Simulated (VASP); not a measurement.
# AlN (I4/mmm) in VASP: further runs, part 2 of 2

VASP 6.6.1. The steps go on from the part before.

### Step 3. Single point, r2SCAN (strain +0.025 along x and y, -0.025 along z)

POSCAR

```
AlN
1.0
    0.0000000000      2.0853809500      1.9836550500
    2.0853809500      0.0000000000      1.9836550500
    2.0853809500      2.0853809500      0.0000000000
Al N
1 1
Direct
    0.5000000000      0.5000000000      0.5000000000
    0.0000000000      0.0000000000      0.0000000000
```

INCAR.step1

```
SYSTEM = AlN
ALGO = Normal
EDIFF = 1E-4
ENCUT = 520
GGA = PE
ISMEAR = 0
LASPH = .True.
LCHARG = .False.
LREAL = .False.
LWAVE = .True.
NBANDS = 11
NELM = 80
PREC = Accurate
SIGMA = 0.05
```

INCAR.step2

```
SYSTEM = AlN
ALGO = Normal
EDIFF = 1E-6
ENCUT = 520
ISIF = 2
ISMEAR = 0
ISTART = 1
LASPH = .True.
LCHARG = .False.
LMIXTAU = .True.
LREAL = .False.
LWAVE = .False.
METAGGA = R2SCAN
NBANDS = 11
NELM = 80
PREC = Accurate
SIGMA = 0.05
```

KPOINTS

```
k-points
0
Gamma
  10 10 10
  0 0 0
```

Potentials or basis: VASP PAW PBE potentials, release 64 (Al, N).

Run with:

```console
$ cat potpaw_PBE.64/Al/POTCAR potpaw_PBE.64/N/POTCAR > POTCAR
$ cp INCAR.step1 INCAR
$ mpirun -np 1 vasp_std > vasp.out
$ cp INCAR.step2 INCAR
$ mpirun -np 1 vasp_std > vasp.out
```

OUTCAR:

```text
SYSTEM = AlN
   EDIFF = 1E-6
   ENCUT = 520
   ISIF = 2
   ISMEAR = 0
   ISTART = 1
   LASPH = .True.
   LREAL = .False.
   METAGGA = R2SCAN
   NELM = 80
   PREC = Accurate

 ion  position               nearest neighbor table
   1  0.500  0.500  0.500-   2 1.98   2 1.98   2 2.09   2 2.09   2 2.09   2 2.09
   2  0.000  0.000  0.000-   1 1.98   1 1.98   1 2.09   1 2.09   1 2.09   1 2.09

  LATTYP: Found a body centered tetragonal cell.
 ALAT       =     2.9491740222
 C/A-ratio  =     1.3452275349

  Lattice vectors:

 A1 = (   0.0000000000,  -2.0853809500,  -1.9836550500)
 A2 = (   0.0000000000,   2.0853809500,  -1.9836550500)
 A3 = (   2.0853809500,   0.0000000000,   1.9836550500)

Analysis of symmetry for initial positions (statically):
=====================================================================
 Subroutine PRICEL returns:
 Original cell was already a primitive cell.

 Routine SETGRP: Setting up the symmetry group for a
 body centered tetragonal supercell.

 Subroutine GETGRP returns: Found 16 space group operations
 (whereof 16 operations were pure point group operations)
 out of a pool of 16 trial point group operations.

The static configuration has the point symmetry D_4h.

Analysis of symmetry for dynamics (positions and initial velocities):
=====================================================================
 Subroutine PRICEL returns:
 Original cell was already a primitive cell.

 Routine SETGRP: Setting up the symmetry group for a
 body centered tetragonal supercell.

 Subroutine GETGRP returns: Found 16 space group operations
 (whereof 16 operations were pure point group operations)
 out of a pool of 16 trial point group operations.

The dynamic configuration has the point symmetry D_4h.

 Subroutine INISYM returns: Found 16 space group operations
 (whereof 16 operations are pure point group operations),
 and found     1 'primitive' translations

----------------------------------------------------------------------------------------

                                     Primitive cell

  volume of cell :      17.2531

  direct lattice vectors                    reciprocal lattice vectors
     0.000000000  2.085380950  1.983655050    -0.239764346  0.239764346  0.252059954
     2.085380950  0.000000000  1.983655050     0.239764346 -0.239764346  0.252059954
     2.085380950  2.085380950  0.000000000     0.239764346  0.239764346 -0.252059954

  length of vectors
     2.878141946  2.878141946  2.949174022     0.422502194  0.422502194  0.422502194

  position of ions in fractional coordinates (direct lattice)
     0.500000000  0.500000000  0.500000000
     0.000000000  0.000000000  0.000000000

  ion indices of the primitive-cell ions
   primitive index   ion index
                 1           1
                 2           2

----------------------------------------------------------------------------------------

 KPOINTS: k-points

Automatic generation of k-mesh.
 Grid dimensions read from file:
 generate k-points for:   10   10   10

 Generating k-lattice:

  Cartesian coordinates                     Fractional coordinates (reciprocal lattice)
[... 39 lines left out ...]
  0.300000  0.300000  0.000000      2.000000
  0.400000  0.300000  0.000000      8.000000
 [... further k-points ...]
   k-points           NKPTS =    102   k-points in BZ     NKDIM =    102   number of bands    NBANDS=     11
   number of dos      NEDOS =    301   number of ions     NIONS =      2
   total plane-waves  NPLWV =  13824
   dimension x,y,z NGX =    24 NGY =   24 NGZ =   24
   dimension x,y,z NGXF=    48 NGYF=   48 NGZF=   48
   ions per type =               1   1
   NGX,Y,Z   is equivalent  to a cutoff of  13.86, 13.86, 13.53 a.u.
   NGXF,Y,Z  is equivalent  to a cutoff of  27.73, 27.73, 27.06 a.u.
 SYSTEM =  AlN
   PREC   = accura    normal or accurate (medium, high low for compatibility)
   ISTART =      1    job   : 0-new  1-cont  2-samecut
   ICHARG =      0    charge: 1-file 2-atom 10-const
   ISPIN  =      1    spin polarized calculation?
   LNONCOLLINEAR =      F non collinear calculations
   LSORBIT =      F    spin-orbit coupling
   LASPH  =      T    aspherical Exc in radial PAW
   ENCUT  =  520.0 eV  38.22 Ry    6.18 a.u.   5.35  5.35  5.48*2*pi/ulx,y,z
   NELM   =     80;   NELMIN=  2; NELMDL=  0     # of ELM steps
   EDIFF  = 0.1E-05   stopping-criterion for ELM
   LREAL  =      F    real-space projection
   EDIFFG = 0.1E-04   stopping-criterion for IOM
   NSW    =      0    number of steps for IOM
   IBRION =     -1    ionic relax: 0-MD 1-quasi-New 2-CG
   NFREE  =      0    steps in history (QN), initial steepest desc. (CG)
   ISIF   =      2    stress and relaxation
   ISYM   =      2    0-nonsym 1-usesym 2-fastsym
   POTIM  = 0.5000    time-step for ionic-motion
   TEBEG  =    0.0;   TEEND  =   0.0 temperature during run
   PSTRESS=    0.0 pullay stress
   NELECT =       8.0000    total number of electrons
   NUPDOWN=      -1.0000    fix difference up-down
   EMIN   =  10.00;   EMAX   =-10.00  energy-range for DOS
   EFERMI =   0.00;   METHOD = LEGACY
   ISMEAR =     0;   SIGMA  =   0.05  broadening in eV -4-tet -1-fermi 0-gaus
   EFERMI_NEDOS =   21; number of points for ismear=-14 and -15
   IALGO  =     38    algorithm
   IMIX   =      4    mixing-type and parameters
     AMIX     =   0.40;   BMIX     =  1.00
     AMIX_MAG =   1.60;   BMIX_MAG =  1.00
  volume/ion in A,a.u.               =       8.63        58.21
  Fermi-wavevector in a.u.,A,eV,Ry     =   1.267114  2.394499 21.845229  1.605579
  Thomas-Fermi vector in A             =   2.400280
   LORBIT       =      0    0 simple, 1 ext, 2 COOP (PROOUT), +10 PAW based schemes
   METAGGA = R2SCAN    functional components
   LHFCALC =     F    Hartree Fock is set to
   AEXX    =    0.0000 exact exchange contribution
   IVDW    =     0    specifies the selected vdW correction
   LEPSILON=     F    determine dielectric tensor
   LRPA    =     F    only Hartree local field effects (RPA)
 non-spin polarized calculation
 Gauss-broadening in eV      SIGMA  =   0.05
  energy-cutoff  :      520.00
  volume of cell :       17.25
 maximum number of plane-waves:       499
 NGX is ok and might be reduce to    24
   NGX = 11   NGY = 11   NGZ = 11

 number of electron       8.0000001 magnetization

 Free energy of the ion-electron system (eV)
  ---------------------------------------------------
  ext. energy  EPLUGINS =         0.00000000
  ---------------------------------------------------
  free energy    TOTEN  =       -18.84286069 eV

  energy without entropy =      -18.84286069  energy(sigma->0) =      -18.84286069

 E-fermi :   9.6857     XC(G=0): -12.6618

 val. band max:        9.3500740326   @ k =   0.0000   0.0000   0.0000
 cond. band min:      14.0418376392   @ k =   0.5000   0.5000   0.0000
 fundamental gap:      4.6917636065
 Fermi energy:         9.6857275424

 k-point     1 :       0.0000    0.0000    0.0000
  band No.  band energies     occupation
      1      -8.7921      2.00000
      2       8.9519      2.00000
      3       9.3501      2.00000
      4       9.3501      2.00000
      5      15.0676      0.00000
      6      21.7932      0.00000
      7      21.7932      0.00000
      8      22.4762      0.00000
      9      26.6581      0.00000
     10      27.6955      0.00000
     11      28.1542      0.00000
[... 309 lines left out ...]
 k-point    24 :       0.4000    0.3000    0.0000
  band No.  band energies     occupation
      1      -5.7412      2.00000
      2       3.3673      2.00000
      3       6.3848      2.00000
      4       6.7691      2.00000
      5      15.7842      0.00000
      6      16.5624      0.00000
      7      22.4012      0.00000
      8      25.0829      0.00000
      9      26.0011      0.00000
     10      31.3110      0.00000
     11      35.1234      0.00000

 [... further k-points ...]

------------------------ aborting loop because EDIFF is reached ----------------------------------------

  FORCE on cell =-STRESS in cart. coord.  units (eV):
  Direction    XX          YY          ZZ          XY          YZ          ZX
  --------------------------------------------------------------------------------------
  -------------------------------------------------------------------------------------
  Total       -1.6592395     -1.6592395     -0.3925280      0.0000000     -0.0000000      0.0000000
  in kB     -154.0822868   -154.0822868    -36.4514049      0.0000000     -0.0000000      0.0000000
  external PRESSURE =    -114.8719928 kB  Pullay stress =       0.0000000 kB

 VOLUME and BASIS-vectors are now :
 -----------------------------------------------------------------------------
  energy-cutoff  :      520.00
  volume of cell :       17.25
      direct lattice vectors                 reciprocal lattice vectors
     0.000000000  2.085380950  1.983655050    -0.239764346  0.239764346  0.252059954
     2.085380950  0.000000000  1.983655050     0.239764346 -0.239764346  0.252059954
     2.085380950  2.085380950  0.000000000     0.239764346  0.239764346 -0.252059954

 POSITION                                       TOTAL-FORCE (eV/Angst)
 -----------------------------------------------------------------------------------
      2.08538      2.08538      1.98366        -0.000000      0.000000     -0.000000
      0.00000      0.00000      0.00000         0.000000      0.000000      0.000000
 -----------------------------------------------------------------------------------
    total drift:                                0.000000     -0.000000     -0.000000

  FREE ENERGIE OF THE ION-ELECTRON SYSTEM (eV)
  ---------------------------------------------------
  free  energy   TOTEN  =       -18.8428606869 eV

  energy  without entropy=      -18.8428606869  energy(sigma->0) =      -18.84286069
```

It took 58 s on 1 thread of Intel Xeon 8259CL, shared host; peak memory 0.15 GiB.

What came out:

* Free energy: -18.8429 eV
* Pressure: -11.5 GPa
* Band gap on the k mesh: 4.69 eV (least direct gap 5.72 eV)

Caveat: the cell differs from its parent crystal (strain +0.025 along x and y, -0.025 along z); the cell stands under tension; the PAW data sets were made with another functional, which shifts forces and pressure a little. A k mesh can miss the band edges.
